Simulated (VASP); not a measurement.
Runs of VASP 6.6.1 on Ti. The structure is that of space group P6/mmm (No. 191), or close to it. The cells are those of the table. This isn't the form of Ti at room conditions, which is hcp.

```tsv
cell	gap on the mesh (eV)	pressure (GPa)
a = 4.690, b = 4.690, c = 2.875 Å, angles 90.0, 90.0, 120.0°, 3 atoms	none	(b)
a = 4.630, b = 4.630, c = 2.839 Å, angles 90.0, 90.0, 120.0°, 3 atoms	none	-10.5
a = 4.506, b = 4.506, c = 2.762 Å, angles 90.0, 90.0, 120.0°, 3 atoms	none	-2.3
a = 4.538, b = 4.538, c = 2.782 Å, angles 90.0, 90.0, 120.0°, 3 atoms	none	(a)
a = 4.569, b = 4.569, c = 2.801 Å, angles 90.0, 90.0, 120.0°, 3 atoms	none	-6.8
a = 4.661, b = 4.661, c = 2.857 Å, angles 90.0, 90.0, 120.0°, 3 atoms	none	-12.1
a = 4.600, b = 4.600, c = 2.820 Å, angles 90.0, 90.0, 120.0°, 3 atoms	none	-8.8
```

Alike in all rows: task single point; level LDA; potentials or basis VASP PAW LDA potentials, release 64 (Ti_sv); no spin polarisation; k mesh 7 × 7 × 10; cutoff (eV) 520; smearing fermi-dirac 0.15 eV.

Estimate the missing entries.

(a) -4.7; (b) -13.5.

Caveats: the cell stands under tension (at least some runs).

A gap of «none» marks levels without a gap at the run's occupations.
